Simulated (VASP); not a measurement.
A run of VASP 6.6.1 is set up as follows.

INCAR

```
SYSTEM = YN2
ALGO     = Normal         ! electronic algorithm
EDIFF    = 1E-6           ! SCF threshold, eV
ENCUT    = 520            ! plane-wave cutoff, eV
GGA      = PS             ! functional
ISIF     = 2              ! what is computed and relaxed
ISMEAR   = 0              ! smearing method
LASPH    = .True.         ! aspherical terms in the spheres
LCHARG   = .False.        ! write CHGCAR
LREAL    = .False.        ! projectors in reciprocal space
LWAVE    = .False.        ! write WAVECAR
NBANDS   = 18             ! bands
NELM     = 100            ! most SCF steps
PREC     = Accurate       ! precision mode
SIGMA    = 0.05           ! smearing width, eV
```

The input KPOINTS:

```
k-points
0
Gamma
  10 10 10
  0 0 0
```

POSCAR

```
YN2
1.0
    3.4277014205      0.0000000000      0.0000000000
   -1.7138507103      2.9684765068      0.0000000000
    0.0000000000      0.0000000000      3.1640264235
Y N
1 2
Direct
    0.0000000000      0.0000000000      0.0000000000
    0.3333333333      0.6666666667      0.5000000000
    0.6666666667      0.3333333333      0.5000000000
```

Potentials or basis: VASP PAW PBE potentials, release 64 (Y_sv, N).

The run is started by

```bash
$ cat potpaw_PBE.64/Y_sv/POTCAR potpaw_PBE.64/N/POTCAR > POTCAR
$ mpirun -np 1 vasp_std > vasp.out
```

Predict the pressure.

3.8 GPa.

Estimate the band gap on the k mesh.

zero (an odd number of electrons rules out a gap without spin polarisation).

Caveat: the cell stands under pressure; the PAW data sets were made with another functional, which shifts forces and pressure a little.
